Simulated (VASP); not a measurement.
Set up this calculation in VASP 6.6.1, as the native input.

```
Task                   : single point
Functional             : r2SCAN
Potentials or basis    : VASP PAW PBE potentials, release 64 (Y_sv)
Cutoff                 : 520 eV
k mesh                 : 11 × 11 × 11
Occupations            : fermi-dirac, width 0.05 eV
Spin                   : collinear spin, ferromagnetic start
Starting moments       : [0.594] μB
Dipole correction      : no
Further INCAR settings : ALGO = Normal; EDIFF = 1e-06; NBANDS = 16
```

Crystal: Y.

```
Y
1.0
     3.41798    0.00000    0.00000
     0.00000    3.41798    0.00000
     0.00000    0.00000    3.41798
Y
1
Cartesian
  0.0000 0.0000 0.0000
```

This cell differs from its parent crystal: volume scaled by 1.12.

The input as run:

POSCAR

```
Y
1.0
    3.4179816702      0.0000000000      0.0000000000
    0.0000000000      3.4179816702      0.0000000000
    0.0000000000      0.0000000000      3.4179816702
Y
1
Direct
    0.0000000000      0.0000000000      0.0000000000
```

INCAR.step1

```
  PREC = Accurate
  ENCUT = 520
  ISMEAR = -1
  SIGMA = 0.05
  LREAL = F
  LASPH = T
  NELM = 150
  ISPIN = 2
  MAGMOM = 0.594
  LMAXMIX = 4
  NBANDS = 16
  GGA = PE
  ALGO = Normal
  EDIFF = 1E-4
  LWAVE = T
  LCHARG = F
```

INCAR.step2

```
  PREC = Accurate
  ENCUT = 520
  EDIFF = 1E-6
  ISMEAR = -1
  SIGMA = 0.05
  LREAL = F
  LASPH = T
  NELM = 150
  ALGO = Normal
  ISIF = 2
  LWAVE = F
  LCHARG = F
  ISPIN = 2
  MAGMOM = 0.594
  LORBIT = 11
  LMAXMIX = 4
  METAGGA = R2SCAN
  LMIXTAU = T
  NBANDS = 16
  ISTART = 1
```

KPOINTS

```
regular mesh
0
Gamma
  11 11 11
```

Potentials or basis: VASP PAW PBE potentials, release 64 (Y_sv).

Run with:

```bash
$ cat potpaw_PBE.64/Y_sv/POTCAR > POTCAR
$ cp INCAR.step1 INCAR
$ mpirun -np 1 vasp_std > vasp.out
$ cp INCAR.step2 INCAR
$ mpirun -np 1 vasp_std > vasp.out
```

Results of the run:

```json
{"Pressure": "-2.7 GPa", "Net moment": "0.91 μB per cell", "Site moments": "Y +0.63 μB", "Valence electrons inside the program's atomic spheres": "Y 9.33"}
```

Caveat: the PAW data sets were made with another functional, which shifts forces and pressure a little.

Run time: 3.9 min on 1 thread of Intel(R) Xeon(R) Platinum 8259CL CPU @ 2.50GHz (Skylake/Cascade Lake), on a shared host, peak memory 0.23 GiB.
